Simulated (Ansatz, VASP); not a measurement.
This is a calculation of Te for Ansatz 0.2.0.

File input.yaml:

```yaml
crystal:
  lattice:
    - [-2.9577914636, 3.8759656627, 1.5351528885]
    - [2.9577914636, -3.8759656627, 1.5351528885]
    - [2.9577914636, 3.8759656627, -1.5351528885]
  atoms:
    - { symbol: Te, position: [0.00092902, 0.75092902, 0.25] }
    - { symbol: Te, position: [0.99907098, 0.24907098, 0.75] }
hamiltonian:
  xc: pbe
  pseudopotentials: { kind: paw }
kpoints:
  mp_grid: { grid: [10, 10, 10] }
scf:
  occupations: { method: fermi_dirac, width: 0.05 }
output:
  forces: true
  stress: true
  eigenvalues: true
```

Potentials or basis: Ansatz PAW.

Run with:

```console
$ ansatz run input.yaml --threads 2 --pin off --max-ram 5120MiB --backend cpu --events-out ev --progress --plain --runs-dir out
```

Question: Set up the same calculation for VASP 6.6.1. Potentials there: VASP PAW PBE potentials, release 64 (Te).

Answer: As run (the cutoff follows the program's own potentials):

File INCAR:

```
SYSTEM = Te
ALGO = Normal
EDIFF = 1E-7
ENCUT = 520
GGA = PE
ISIF = 2
ISMEAR = -1
LASPH = .TRUE.
LCHARG = .FALSE.
LREAL = .FALSE.
LWAVE = .FALSE.
NBANDS = 13
NELM = 100
PREC = Accurate
SIGMA = 0.05
```

Contents of KPOINTS:

```
k-points
0
G
  10 10 10
  0 0 0
```

POSCAR

```
Te
1.0
   -2.9577914636      3.8759656627      1.5351528885
    2.9577914636     -3.8759656627      1.5351528885
    2.9577914636      3.8759656627     -1.5351528885
Te
2
Direct
    0.0009290200      0.7509290200      0.2500000000
    0.9990709800      0.2490709800      0.7500000000
```

Potentials or basis: VASP PAW PBE potentials, release 64 (Te).

Launch:

```bash
$ cat potpaw_PBE.64/Te/POTCAR > POTCAR
$ mpirun -np 1 vasp_std > vasp.out
```

Both were run:

|  | VASP | Ansatz | Ansatz less VASP |
| --- | --- | --- | --- |
| gap on the k mesh at the Fermi level (eV) | none | none | - |
| pressure (GPa) | 0.6 | 0.7 | +0.04 |
| traceless stress, the component that is largest in VASP (GPa) | 1.18 | 1.20 | +0.020 |

A gap of «none» marks a metal or a gap that the smearing closes. With one functional, cell and mesh, what is left measures potentials, basis and numerics. VASP's potentials hold 12 valence electrons a cell and Ansatz's 32, so a difference there can come from the potentials and not from the codes.

Neither program's run includes spin-orbit coupling.
